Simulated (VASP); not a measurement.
Set up this calculation in VASP 6.6.1, as the native input.

- Task: single point
- Functional: r2SCAN
- Potentials or basis: VASP PAW PBE potentials, release 64 (Hg, Te)
- Cutoff: 520 eV
- k mesh: 6 × 6 × 6
- Occupations: fermi-dirac, width 0.02 eV
- Spin: non-collinear spin, zero start, spin-orbit coupling
- Starting moments: [[0.0, 0.0, 0.0], [0.0, 0.0, 0.0]] μB
- Dipole correction: no
- Further INCAR settings: ALGO = Normal; EDIFF = 1e-07; NBANDS = 30

Crystal: HgTe.

```
Hg Te
1.0
     0.00000    3.19048    3.41966
     3.19048    0.00000    3.41966
     3.19048    3.19048    0.00000
Hg Te
1 1
Direct
  0.00000 0.00000 0.00000
  0.25000 0.25000 0.25000
```

This cell differs from its parent crystal: epitaxial xy strain -3.0%.

One way to write it, as run:

POSCAR

```
HgTe
1.0
    0.0000000000      3.1904831497      3.4196598652
    3.1904831497      0.0000000000      3.4196598652
    3.1904831497      3.1904831497      0.0000000000
Hg Te
1 1
Direct
    0.0000000000      0.0000000000      0.0000000000
    0.2500000000      0.2500000000      0.2500000000
```

INCAR.step1

```
SYSTEM = HgTe
ALGO     = Normal         ! electronic algorithm
EDIFF    = 1E-4           ! SCF threshold, eV
ENCUT    = 520            ! plane-wave cutoff, eV
GGA      = PE             ! functional
GGA_COMPAT= .FALSE.      
ISMEAR   = -1             ! smearing method
LASPH    = .TRUE.         ! aspherical terms in the spheres
LCHARG   = .FALSE.        ! write CHGCAR
LNONCOLLINEAR= .TRUE.         ! non-collinear magnetism
LREAL    = .FALSE.        ! projectors in reciprocal space
LSORBIT  = .TRUE.         ! spin-orbit coupling
LWAVE    = .TRUE.         ! write WAVECAR
MAGMOM   = 0 0 0 0 0 0    ! initial moments
NBANDS   = 30             ! bands
NELM     = 150            ! most SCF steps
PREC     = Accurate       ! precision mode
SIGMA    = 0.02           ! smearing width, eV
```

INCAR.step2

```
SYSTEM = HgTe
ALGO     = Normal         ! electronic algorithm
EDIFF    = 1E-7           ! SCF threshold, eV
ENCUT    = 520            ! plane-wave cutoff, eV
GGA_COMPAT= .FALSE.      
ISIF     = 2              ! what is computed and relaxed
ISMEAR   = -1             ! smearing method
ISTART   = 1            
LASPH    = .TRUE.         ! aspherical terms in the spheres
LCHARG   = .FALSE.        ! write CHGCAR
LMIXTAU  = .TRUE.       
LNONCOLLINEAR= .TRUE.         ! non-collinear magnetism
LORBIT   = 11             ! projections on sites
LORBMOM  = .TRUE.       
LREAL    = .FALSE.        ! projectors in reciprocal space
LSORBIT  = .TRUE.         ! spin-orbit coupling
LWAVE    = .FALSE.        ! write WAVECAR
MAGMOM   = 0 0 0 0 0 0    ! initial moments
METAGGA  = R2SCAN         ! meta-GGA
NBANDS   = 30             ! bands
NELM     = 150            ! most SCF steps
PREC     = Accurate       ! precision mode
SIGMA    = 0.02           ! smearing width, eV
```

KPOINTS

```
k-points
0
G
  6 6 6
  0 0 0
```

Potentials or basis: VASP PAW PBE potentials, release 64 (Hg, Te).

Command:

```bash
$ cat potpaw_PBE.64/Hg/POTCAR potpaw_PBE.64/Te/POTCAR > POTCAR
$ cp INCAR.step1 INCAR
$ mpirun -np 1 vasp_ncl > vasp.out
$ cp INCAR.step2 INCAR
$ mpirun -np 1 vasp_ncl > vasp.out
```

It gave:

```json
{"Pressure": "0.6 GPa", "Net moment": "0.00 μB per cell", "Valence electrons inside the program's atomic spheres": "Hg 10.50; Te 3.40"}
```

Caveat: the cell differs from its parent crystal (epitaxial xy strain -3.0%); the PAW data sets were made with another functional, which shifts forces and pressure a little.

It took 6.9 min on 1 thread of Intel(R) Xeon(R) 6975P-C (Granite Rapids), on a shared host, peak memory 0.53 GiB.
